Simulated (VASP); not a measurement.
# BAs (F-43m) in VASP: a series of runs

Runs on BAs. Level: PBE. Tasks: single point.

Everything below comes from runs of VASP 6.6.1. Logs are shortened: lines on timing, memory, paths and dates and some standing lists are left out, and cuts for length are marked.

## Step 1: The cell of the first run

The structure is cubic, space group F-43m (No. 216). Conventional cell: a = 4.711 Å, b = 4.711 Å, c = 4.711 Å, α = 90.00°, β = 90.00°, γ = 90.00°. B (site symmetry -43m) has 4 As at 2.04 Å within 2.7 Å. Within 2.7 Å of As (site symmetry -43m) lie 4 B at 2.04 Å.

## Step 2: Single point, PBE (volume changed by -6%)

INCAR reads:

```
SYSTEM = BAs
PREC = Accurate ; ENCUT = 520
EDIFF = 1E-7 ; ISMEAR = 0
SIGMA = 0.01 ; LREAL = .False.
LASPH = .True. ; NELM = 60
ALGO = Normal ; ISIF = 2
LWAVE = .False. ; LCHARG = .False.
GGA = PE ; NBANDS = 11
```

KPOINTS reads:

```
regular mesh
0
Gamma
  8 8 8
  0 0 0
```

POSCAR reads:

```
BAs
1.0
    0.0000000000      2.3553216514      2.3553216514
    2.3553216514      0.0000000000      2.3553216514
    2.3553216514      2.3553216514      0.0000000000
B As
1 1
Direct
    0.0000000000      0.0000000000      0.0000000000
    0.2500000000      0.2500000000      0.2500000000
```

Potentials or basis: VASP PAW PBE potentials, release 64 (B, As).

The run is started by

```bash
$ cat potpaw_PBE.64/B/POTCAR potpaw_PBE.64/As/POTCAR > POTCAR
$ mpirun -np 1 vasp_std > vasp.out
```

OUTCAR:

```text
SYSTEM = BAs
   PREC = Accurate
   ENCUT = 520
   EDIFF = 1E-7
   ISMEAR = 0
   LREAL = .False.
   LASPH = .True.
   NELM = 60
   ISIF = 2
   GGA = PE

 ion  position               nearest neighbor table
   1  0.000  0.000  0.000-   2 2.04   2 2.04   2 2.04   2 2.04
   2  0.250  0.250  0.250-   1 2.04   1 2.04   1 2.04   1 2.04

  LATTYP: Found a face centered cubic cell.
 ALAT       =     4.7106433028

  Lattice vectors:

 A1 = (   0.0000000000,   2.3553216514,   2.3553216514)
 A2 = (   2.3553216514,   0.0000000000,   2.3553216514)
 A3 = (   2.3553216514,   2.3553216514,   0.0000000000)

Analysis of symmetry for initial positions (statically):
=====================================================================
 Subroutine PRICEL returns:
 Original cell was already a primitive cell.

 Routine SETGRP: Setting up the symmetry group for a
 face centered cubic supercell.

 Subroutine GETGRP returns: Found 24 space group operations
 (whereof 24 operations were pure point group operations)
 out of a pool of 48 trial point group operations.

The static configuration has the point symmetry T_d .

Analysis of symmetry for dynamics (positions and initial velocities):
=====================================================================
 Subroutine PRICEL returns:
 Original cell was already a primitive cell.

 Routine SETGRP: Setting up the symmetry group for a
 face centered cubic supercell.

 Subroutine GETGRP returns: Found 24 space group operations
 (whereof 24 operations were pure point group operations)
 out of a pool of 48 trial point group operations.

The dynamic configuration has the point symmetry T_d .

 Subroutine INISYM returns: Found 24 space group operations
 (whereof 24 operations are pure point group operations),
 and found     1 'primitive' translations

----------------------------------------------------------------------------------------

                                     Primitive cell

  volume of cell :      26.1325

  direct lattice vectors                    reciprocal lattice vectors
     0.000000000  2.355321651  2.355321651    -0.212285231  0.212285231  0.212285231
     2.355321651  0.000000000  2.355321651     0.212285231 -0.212285231  0.212285231
     2.355321651  2.355321651  0.000000000     0.212285231  0.212285231 -0.212285231

  length of vectors
     3.330927823  3.330927823  3.330927823     0.367688805  0.367688805  0.367688805

  position of ions in fractional coordinates (direct lattice)
     0.000000000  0.000000000  0.000000000
     0.250000000  0.250000000  0.250000000

  ion indices of the primitive-cell ions
   primitive index   ion index
                 1           1
                 2           2

----------------------------------------------------------------------------------------

 KPOINTS: regular mesh

Automatic generation of k-mesh.
 Grid dimensions read from file:
 generate k-points for:    8    8    8

 Generating k-lattice:

  Cartesian coordinates                     Fractional coordinates (reciprocal lattice)
    -0.026535654  0.026535654  0.026535654     0.125000000  0.000000000  0.000000000
     0.026535654 -0.026535654  0.026535654     0.000000000  0.125000000  0.000000000
     0.026535654  0.026535654 -0.026535654     0.000000000  0.000000000  0.125000000

  Length of vectors
     0.045961101  0.045961101  0.045961101

  Shift w.r.t. Gamma in fractional coordinates (k-lattice)
     0.000000000  0.000000000  0.000000000

 Subroutine IBZKPT returns following result:
 ===========================================

 Found     29 irreducible k-points:

 Following reciprocal coordinates:
            Coordinates               Weight
  0.000000  0.000000  0.000000      1.000000
  0.125000  0.000000  0.000000      8.000000
  0.250000  0.000000  0.000000      8.000000
  0.375000  0.000000  0.000000      8.000000
  0.500000  0.000000  0.000000      4.000000
  0.125000  0.125000  0.000000      6.000000
[... 16 lines left out ...]
  0.500000  0.250000  0.125000     48.000000
 -0.375000  0.250000  0.125000     24.000000
 [... further k-points ...]
   k-points           NKPTS =     29   k-points in BZ     NKDIM =     29   number of bands    NBANDS=     11
   number of dos      NEDOS =    301   number of ions     NIONS =      2
   total plane-waves  NPLWV =  21952
   dimension x,y,z NGX =    28 NGY =   28 NGZ =   28
   dimension x,y,z NGXF=    56 NGYF=   56 NGZF=   56
   ions per type =               1   1
   NGX,Y,Z   is equivalent  to a cutoff of  13.97, 13.97, 13.97 a.u.
   NGXF,Y,Z  is equivalent  to a cutoff of  27.95, 27.95, 27.95 a.u.
 SYSTEM =  BAs
   PREC   = accura    normal or accurate (medium, high low for compatibility)
   ISTART =      0    job   : 0-new  1-cont  2-samecut
   ICHARG =      2    charge: 1-file 2-atom 10-const
   ISPIN  =      1    spin polarized calculation?
   LNONCOLLINEAR =      F non collinear calculations
   LSORBIT =      F    spin-orbit coupling
   LASPH  =      T    aspherical Exc in radial PAW
   ENCUT  =  520.0 eV  38.22 Ry    6.18 a.u.   6.19  6.19  6.19*2*pi/ulx,y,z
   NELM   =     60;   NELMIN=  2; NELMDL= -5     # of ELM steps
   EDIFF  = 0.1E-06   stopping-criterion for ELM
   LREAL  =      F    real-space projection
   EDIFFG = 0.1E-05   stopping-criterion for IOM
   NSW    =      0    number of steps for IOM
   IBRION =     -1    ionic relax: 0-MD 1-quasi-New 2-CG
   NFREE  =      0    steps in history (QN), initial steepest desc. (CG)
   ISIF   =      2    stress and relaxation
   ISYM   =      2    0-nonsym 1-usesym 2-fastsym
   POTIM  = 0.5000    time-step for ionic-motion
   TEBEG  =    0.0;   TEEND  =   0.0 temperature during run
   PSTRESS=    0.0 pullay stress
   NELECT =       8.0000    total number of electrons
   NUPDOWN=      -1.0000    fix difference up-down
   EMIN   =  10.00;   EMAX   =-10.00  energy-range for DOS
   EFERMI =   0.00;   METHOD = LEGACY
   ISMEAR =     0;   SIGMA  =   0.01  broadening in eV -4-tet -1-fermi 0-gaus
   EFERMI_NEDOS =   21; number of points for ismear=-14 and -15
   IALGO  =     38    algorithm
   IMIX   =      4    mixing-type and parameters
     AMIX     =   0.40;   BMIX     =  1.00
     AMIX_MAG =   1.60;   BMIX_MAG =  1.00
  volume/ion in A,a.u.               =      13.07        88.18
  Fermi-wavevector in a.u.,A,eV,Ry     =   1.103345  2.085019 16.563322  1.217370
  Thomas-Fermi vector in A             =   2.239801
   LORBIT       =      0    0 simple, 1 ext, 2 COOP (PROOUT), +10 PAW based schemes
   GGA     = PE    functional components
   LHFCALC =     F    Hartree Fock is set to
   AEXX    =    0.0000 exact exchange contribution
   IVDW    =     0    specifies the selected vdW correction
   LEPSILON=     F    determine dielectric tensor
   LRPA    =     F    only Hartree local field effects (RPA)
 non-spin polarized calculation
 Gauss-broadening in eV      SIGMA  =   0.01
  energy-cutoff  :      520.00
  volume of cell :       26.13
 maximum number of plane-waves:       725
 NGX is ok and might be reduce to    28
   NGX = 13   NGY = 13   NGZ = 13

 number of electron       8.0000000 magnetization

 Free energy of the ion-electron system (eV)
  ---------------------------------------------------
  ext. energy  EPLUGINS =         0.00000000
  ---------------------------------------------------
  free energy    TOTEN  =       -11.35749079 eV

  energy without entropy =      -11.35749079  energy(sigma->0) =      -11.35749079

 E-fermi :   6.7025     XC(G=0): -10.7666

 val. band max:        6.5985613151   @ k =   0.0000   0.0000   0.0000
 cond. band min:       7.7459334270   @ k =   0.3750   0.3750   0.0000
 fundamental gap:      1.1473721119
 Fermi energy:         6.7024857327

 k-point     1 :       0.0000    0.0000    0.0000
  band No.  band energies     occupation
      1      -9.1933      2.00000
      2       6.5986      2.00000
      3       6.5986      2.00000
      4       6.5986      2.00000
      5       9.9288      0.00000
      6       9.9288      0.00000
      7       9.9288      0.00000
      8      11.8257      0.00000
      9      16.3911      0.00000
     10      19.7205      0.00000
     11      19.7205      0.00000

 k-point     2 :       0.1250    0.0000    0.0000
  band No.  band energies     occupation
      1      -8.9272      2.00000
      2       4.5914      2.00000
      3       6.1391      2.00000
      4       6.1391      2.00000
      5      10.1547      0.00000
      6      10.5312      0.00000
      7      10.5312      0.00000
      8      12.9800      0.00000
      9      17.3845      0.00000
     10      18.3215      0.00000
     11      18.3215      0.00000

 k-point     3 :       0.2500    0.0000    0.0000
  band No.  band energies     occupation
      1      -8.1505      2.00000
      2       1.5224      2.00000
      3       5.3999      2.00000
      4       5.3999      2.00000
      5       9.8874      0.00000
      6      11.3440      0.00000
      7      11.3440      0.00000
      8      14.7922      0.00000
      9      17.9375      0.00000
     10      17.9375      0.00000
     11      18.1281      0.00000

 k-point     4 :       0.3750    0.0000    0.0000
  band No.  band energies     occupation
      1      -6.9867      2.00000
      2      -1.1617      2.00000
      3       4.8828      2.00000
      4       4.8828      2.00000
      5       9.6317      0.00000
      6      11.4924      0.00000
      7      11.4924      0.00000
      8      15.5529      0.00000
      9      18.7350      0.00000
     10      19.4841      0.00000
     11      19.4841      0.00000
[... 239 lines left out ...]
 k-point    22 :       0.3750    0.2500    0.1250
  band No.  band energies     occupation
      1      -7.4702      2.00000
      2       1.3064      2.00000
      3       2.7153      2.00000
      4       4.4970      2.00000
      5       9.8712      0.00000
      6      12.0707      0.00000
      7      12.5891      0.00000
      8      14.0064      0.00000
      9      17.5664      0.00000
     10      20.2029      0.00000
     11      21.2246      0.00000

 k-point    23 :       0.5000    0.2500    0.1250
  band No.  band energies     occupation
      1      -6.3442      2.00000
      2      -0.7610      2.00000
      3       1.9920      2.00000
      4       3.7398      2.00000
      5      10.5139      0.00000
      6      11.8049      0.00000
      7      13.2912      0.00000
      8      14.8954      0.00000
      9      18.2456      0.00000
     10      20.2481      0.00000
     11      22.4889      0.00000

 k-point    24 :      -0.3750    0.2500    0.1250
  band No.  band energies     occupation
      1      -5.5640      2.00000
      2      -1.9646      2.00000
      3       1.8788      2.00000
      4       3.3827      2.00000
      5      10.6313      0.00000
      6      11.4824      0.00000
      7      14.2907      0.00000
      8      15.8800      0.00000
      9      17.1428      0.00000
     10      21.0628      0.00000
     11      22.1516      0.00000

 [... further k-points ...]

------------------------ aborting loop because EDIFF is reached ----------------------------------------

  FORCE on cell =-STRESS in cart. coord.  units (eV):
  Direction    XX          YY          ZZ          XY          YZ          ZX
  --------------------------------------------------------------------------------------
  -------------------------------------------------------------------------------------
  Total        1.6471217      1.6471217      1.6471217      0.0000000     -0.0000000      0.0000000
  in kB      100.9847066    100.9847066    100.9847066      0.0000000     -0.0000000      0.0000000
  external PRESSURE =     100.9847066 kB  Pullay stress =       0.0000000 kB

 VOLUME and BASIS-vectors are now :
 -----------------------------------------------------------------------------
  energy-cutoff  :      520.00
  volume of cell :       26.13
      direct lattice vectors                 reciprocal lattice vectors
     0.000000000  2.355321651  2.355321651    -0.212285231  0.212285231  0.212285231
     2.355321651  0.000000000  2.355321651     0.212285231 -0.212285231  0.212285231
     2.355321651  2.355321651  0.000000000     0.212285231  0.212285231 -0.212285231

 POSITION                                       TOTAL-FORCE (eV/Angst)
 -----------------------------------------------------------------------------------
      0.00000      0.00000      0.00000        -0.000000     -0.000000     -0.000000
      1.17766      1.17766      1.17766         0.000000      0.000000      0.000000
 -----------------------------------------------------------------------------------
    total drift:                               -0.000000     -0.000000     -0.000000

  FREE ENERGIE OF THE ION-ELECTRON SYSTEM (eV)
  ---------------------------------------------------
  free  energy   TOTEN  =       -11.3574907949 eV

  energy  without entropy=      -11.3574907949  energy(sigma->0) =      -11.35749079
```

It took 28 s on 1 thread of AMD EPYC, shared host; peak memory 0.12 GiB.

Results:

```
Free energy            : -11.3575 eV
Pressure               : 10.1 GPa
Band gap on the k mesh : 1.15 eV, indirect (least direct gap 3.33 eV)
```

 A k mesh can miss the band edges.

## Step 3: Single point, PBE (volume changed by -3%)

INCAR reads:

```
SYSTEM = BAs
PREC     = Accurate       ! precision mode
ENCUT    = 520            ! plane-wave cutoff, eV
EDIFF    = 1E-7           ! SCF threshold, eV
ISMEAR   = 0              ! smearing method
SIGMA    = 0.01           ! smearing width, eV
LREAL    = .False.        ! projectors in reciprocal space
LASPH    = .True.         ! aspherical terms in the spheres
NELM     = 100            ! most SCF steps
ALGO     = Normal         ! electronic algorithm
ISIF     = 2              ! what is computed and relaxed
LWAVE    = .False.        ! write WAVECAR
LCHARG   = .False.        ! write CHGCAR
GGA      = PE             ! functional
NBANDS   = 11             ! bands
```

KPOINTS reads:

```
Automatic mesh
0
Gamma
  8 8 8
  0 0 0
```

POSCAR reads:

```
BAs
1.0
    0.0000000000      2.3801163330      2.3801163330
    2.3801163330      0.0000000000      2.3801163330
    2.3801163330      2.3801163330      0.0000000000
B As
1 1
Direct
    0.0000000000      0.0000000000      0.0000000000
    0.2500000000      0.2500000000      0.2500000000
```

Potentials or basis: VASP PAW PBE potentials, release 64 (B, As).

The run is started by

```bash
$ cat potpaw_PBE.64/B/POTCAR potpaw_PBE.64/As/POTCAR > POTCAR
$ mpirun -np 1 vasp_std > vasp.out
```

Run time: 25 s. Hardware: 1 thread of AMD EPYC, shared host; peak memory 0.13 GiB.

The run converged. Its results:

* Free energy: -11.3966 eV
* Pressure: 5.0 GPa
* Band gap on the k mesh: 1.18 eV, indirect (least direct gap 3.29 eV)

Levels at points of the mesh, in eV from the valence-band top:
| k point | band 1 | band 2 | band 3 | band 4 | band 5 | band 6 | band 7 | band 8 |
| --- | --- | --- | --- | --- | --- | --- | --- | --- |
| (0.00, 0.00, 0.00) | -15.50 | 0.00 | 0.00 | 0.00 | 3.29 | 3.29 | 3.29 | 4.82 |
| (0.50, 0.00, 0.00) | -12.59 | -8.87 | -1.84 | -1.84 | 2.75 | 4.79 | 4.79 | 8.89 |
| (0.50, 0.50, 0.00) | -11.25 | -8.59 | -4.12 | -4.12 | 1.41 | 1.43 | 11.47 | 11.47 |

[end of part 1 of 2]
